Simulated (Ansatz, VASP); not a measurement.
**Hf2Si3: VASP beside Ansatz**

```
Hf Si
1.0
     4.14422    0.00000    0.00000
    -2.07211    3.58900    0.00000
     0.00000    0.00000    7.78980
Hf Si
2 3
Direct
  0.00000 0.00000 0.68231
  0.00000 0.00000 0.31769
  0.33333 0.66667 0.00000
  0.66667 0.33333 0.00000
  0.00000 0.00000 0.00000
```

Alike in both runs: functional PBE; k mesh 6 × 6 × 4; occupations gaussian, width 0.1 eV; no spin polarisation.

Ansatz relaxed the structure, and its values are those at the end. VASP's run is a single point on that final structure, the one shown.

```csv
,VASP,Ansatz
version,VASP 6.6.1,Ansatz 0.2.0
potentials or method,"VASP PAW PBE potentials, release 64 (Hf_pv, Si), cutoff 520 eV","scalar-relativistic, plane waves, PAW"
valence electrons in the cell,32,64
```

VASP gave:

```
gap on the k mesh at the Fermi level (eV) : none
pressure (GPa)                            : -0.1
```

Problem. What did Ansatz give for the same quantities?

Solution. gap on the k mesh at the Fermi level (eV): none; pressure (GPa): 0.1.

A gap of «none» marks a metal or a gap that the smearing closes. The functional is the same, so the differences come from potentials, cutoffs and numerics. VASP's potentials hold 32 valence electrons a cell and Ansatz's 64, so a difference there can come from the potentials and not from the codes.

Neither program's run includes spin-orbit coupling.
